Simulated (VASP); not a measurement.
GaP, 2 atoms in the cell. Symmetry: F-43m, No. 216, cubic system. The conventional cell has a = 5.487 Å, b = 5.487 Å, c = 5.487 Å, α = 90.00°, β = 90.00°, γ = 90.00°. Within 3.1 Å of Ga (site symmetry -43m) lie 4 P at 2.38 Å. P (site symmetry -43m) has 4 Ga at 2.38 Å within 3.1 Å. 

- Program: VASP 6.6.1
- Task: single point
- Functional: revPBE
- Potentials or basis: VASP PAW PBE potentials, release 64 (Ga_d, P)
- Cutoff: 520 eV
- k mesh: 8 × 8 × 8
- Occupations: fermi-dirac, width 0.05 eV
- Spin: no spin polarisation
- Dipole correction: no
- Further INCAR settings: ALGO = Normal; EDIFF = 1e-07; NBANDS = 16

Potentials or basis: VASP PAW PBE potentials, release 64 (Ga_d, P).

Launch:

```console
$ cat potpaw_PBE.64/Ga_d/POTCAR potpaw_PBE.64/P/POTCAR > POTCAR
$ mpirun -np 1 vasp_std > vasp.out
```

Hardware: 1 thread of Intel Xeon 8259CL, on a shared host.

Problem. How long does it take, and how much memory?

Solution. It took 31 s on 1 thread of Intel Xeon 8259CL, with other jobs on the host, peak memory 0.17 GiB. Counts: scf iterations 14, k points 29.
